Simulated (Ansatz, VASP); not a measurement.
## Two plane-wave programs on Br

```
Br
1.0
     3.36325   -2.32255    0.00000
     3.36325    2.32255    0.00000
     0.00000    0.00000    8.70230
Br
4
Cartesian
  3.3632 0.6266 3.3948
  3.3632 1.6959 7.7459
  3.3632 -0.6266 5.3075
  3.3632 -1.6959 0.9564
```

Alike in both runs: functional LDA; k mesh 7 × 7 × 3; occupations fermi-dirac, width 0.05 eV; no spin polarisation.

```csv
,VASP,Ansatz
version,VASP 6.6.1,Ansatz 0.2.0
potentials or method,"VASP PAW LDA potentials, release 64 (Br)",Ansatz PAW
plane-wave cutoff (eV),520,420
valence electrons in the cell,28,28
task,single point,band structure
```

```csv
,VASP,Ansatz,Ansatz less VASP
gap on the k mesh at the Fermi level (eV),1.76,1.75,0.000
least direct gap on the mesh (eV),1.77,1.77,0.000
pressure (GPa),-1.2,-1.2,-0.05
"traceless stress, the component that is largest in VASP (GPa)",-0.69,-0.69,+0.005
rms of the force components (eV/Å),0.420,0.401,-0.0190
```

LDA's correlation is that of Perdew and Zunger in VASP and of Perdew and Wang (1992) in Ansatz. Atom by atom the forces differ by 0.019 eV/Å (rms over components).
